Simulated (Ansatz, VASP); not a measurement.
BaTiO3 in VASP and in Ansatz

```
CELL_PARAMETERS angstrom
3.98424 0.00000 0.00000
0.00000 3.98424 0.00000
0.00000 0.00000 4.00237
ATOMIC_POSITIONS crystal
Ba 0.00000 0.00000 0.00000
Ti 0.50000 0.50000 0.50000
O 0.50000 0.50000 0.00000
O 0.50000 0.00000 0.50000
O 0.00000 0.50000 0.50000
```

Alike in both runs: task single point; functional PBE; k mesh 7 × 7 × 6; occupations fermi-dirac, width 0.0618 eV; no spin polarisation.

|  | VASP | Ansatz |
| --- | --- | --- |
| version | VASP 6.6.1 | Ansatz 0.2.0 |
| potentials or method | VASP PAW PBE potentials, release 64 (Ba_sv, Ti_sv, O), cutoff 520 eV | PAW plane waves |
| valence electrons in the cell | 40 | 40 |

Ansatz gave:

```
pressure (GPa)                                                : 3.7
traceless stress, the component that is largest in VASP (GPa) : -0.60
```

Question: Estimate VASP's values.

Answer: Pressure (GPa): 5.6; traceless stress, the component that is largest in VASP (GPa): -0.62.

Spin-orbit coupling is off throughout.
